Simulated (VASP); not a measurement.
Wanted: the native input for a VASP 6.6.1 run.

```
Task                   : single point
Functional             : PBE
Potentials or basis    : VASP PAW PBE potentials, release 64 (Al)
Cutoff                 : 500 eV
k mesh                 : 10 × 10 × 10
Occupations            : gaussian, width 0.1 eV
Spin                   : no spin polarisation
Dipole correction      : no
Further INCAR settings : ALGO = Normal; EDIFF = 1e-06; NBANDS = 8
```

The structure of Al lies in POSCAR:

```
Al
1.0
    0.0000000000      2.0194648466      2.0194648466
    2.0194648466      0.0000000000      2.0194648466
    2.0194648466      2.0194648466      0.0000000000
Al
1
Direct
    0.0817929742     -0.0101701506     -0.0851693116
```

These files were run (other wordings do the same):

INCAR

```
ALGO     = Normal         # electronic algorithm
EDIFF    = 1E-6           # SCF threshold, eV
ENCUT    = 500            # plane-wave cutoff, eV
GGA      = PE             # functional
GGA_COMPAT= F            
ISIF     = 2              # what is computed and relaxed
ISMEAR   = 0              # smearing method
LASPH    = T              # aspherical terms in the spheres
LCHARG   = T              # write CHGCAR
LELF     = T              # ELF
LREAL    = F              # projectors in reciprocal space
LVHAR    = T            
LWAVE    = F              # write WAVECAR
NBANDS   = 8              # bands
NELM     = 120            # most SCF steps
PREC     = Accurate       # precision mode
SIGMA    = 0.1            # smearing width, eV
```

KPOINTS

```
k-points
0
Gamma
  10 10 10
```

Potentials or basis: VASP PAW PBE potentials, release 64 (Al).

The run is started by

```sh
$ cat potpaw_PBE.64/Al/POTCAR > POTCAR
$ mpirun -np 1 vasp_std > vasp.out
```

It gave:

| Property | Result |
| --- | --- |
| Pressure | -0.1 GPa |

Run time: 2.4 s on 1 thread of Intel(R) Xeon(R) 6975P-C (Granite Rapids), with other jobs on the host, peak memory 0.12 GiB.
